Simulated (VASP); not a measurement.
Runs of VASP 6.6.1 on Cu. The structure is that of space group Fm-3m (No. 225), or close to it. The cells are those of the table. 

```csv
cell,gap on the mesh (eV),pressure (GPa)
"a = 2.590 Å, angles 60.0°, 1 atom",none,(b)
"a = 2.539 Å, angles 60.0°, 1 atom",none,5.3
"a = 2.513 Å, angles 60.0°, 1 atom",none,10.8
"a = 2.614 Å, angles 60.0°, 1 atom",none,-6.5
"a = 2.565 Å, angles 60.0°, 1 atom",none,(a)
```

Alike in all rows: task single point; level PBE; potentials or basis VASP PAW PBE potentials, release 64 (Cu); no spin polarisation; k mesh 11 × 11 × 11; cutoff (eV) 600; smearing fermi-dirac 0.05 eV.

**Question.** Fill in the values left out.

**Answer.** (a) 0.6; (b) -3.2.

A gap of «none» marks levels without a gap at the run's occupations.
